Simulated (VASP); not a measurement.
Input of a VASP 6.6.1 run:

INCAR

```
PREC = Accurate
ENCUT = 600
EDIFF = 1E-6
ISMEAR = 0
SIGMA = 0.05
LREAL = False
LASPH = True
NELM = 120
ALGO = Normal
ISIF = 2
LWAVE = False
LCHARG = False
GGA = CA
NBANDS = 11
GGA_COMPAT = False
```

File KPOINTS:

```
Automatic mesh
0
Gamma
  6 6 6
```

POSCAR

```
BeTe
1.0
    0.0000000000      2.7783885439      2.7783885439
    2.7783885439      0.0000000000      2.7783885439
    2.7783885439      2.7783885439      0.0000000000
Be Te
1 1
Direct
    0.0000000000      0.0000000000      0.0000000000
    0.2500000000      0.2500000000      0.2500000000
```

Potentials or basis: VASP PAW LDA potentials, release 64 (Be, Te).

Launch:

```bash
$ cat potpaw_LDA.64/Be/POTCAR potpaw_LDA.64/Te/POTCAR > POTCAR
$ mpirun -np 1 vasp_std > vasp.out
```

Problem. Predict the band gap on the k mesh.

Solution. 1.77 eV, indirect (least direct gap 3.55 eV).

Problem. What does it give for the pressure?

Solution. 0.2 GPa.

Caveat: spin-orbit coupling is left out, which moves the levels of the heavy elements. As with any semilocal functional, this LDA gap is likely too small.
